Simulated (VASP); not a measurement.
Input of a VASP 6.6.1 run:

Contents of POSCAR:

```
BaO
1.0
    0.0000000000      2.7679394274      2.7679394274
    2.7679394274      0.0000000000      2.7679394274
    2.7679394274      2.7679394274      0.0000000000
Ba O
1 1
Direct
    0.0000000000      0.0000000000      0.0000000000
    0.5000000000      0.5000000000      0.5000000000
```

The input INCAR.step1:

```
PREC = Accurate
ENCUT = 660
ISMEAR = -1
SIGMA = 0.1
LREAL = False
LASPH = True
NELM = 120
NBANDS = 15
GGA = PE
ALGO = Normal
EDIFF = 1E-5
LWAVE = True
LCHARG = False
GGA_COMPAT = False
```

File INCAR.step2:

```
PREC = Accurate
ENCUT = 660
EDIFF = 1E-6
ISMEAR = -1
SIGMA = 0.1
LREAL = False
LASPH = True
NELM = 120
ALGO = Normal
ISIF = 2
LWAVE = False
LCHARG = False
METAGGA = R2SCAN
LMIXTAU = True
NBANDS = 15
ISTART = 1
GGA_COMPAT = False
```

The input KPOINTS:

```
Automatic mesh
0
Gamma
  11 11 11
```

Potentials or basis: VASP PAW PBE potentials, release 64 (Ba_sv, O).

Command:

```console
$ cat potpaw_PBE.64/Ba_sv/POTCAR potpaw_PBE.64/O/POTCAR > POTCAR
$ cp INCAR.step1 INCAR
$ mpirun -np 1 vasp_std > vasp.out
$ cp INCAR.step2 INCAR
$ mpirun -np 1 vasp_std > vasp.out
```

Task: Predict the pressure.

Result: 1.9 GPa.

Task: Predict the band gap on the k mesh.

Result: 2.36 eV (least direct gap 2.44 eV).

Caveat: the PAW data sets were made with another functional, which shifts forces and pressure a little; spin-orbit coupling is left out, which moves the levels of the heavy elements; an odd mesh through Γ misses points on the zone boundary, where band edges can lie.
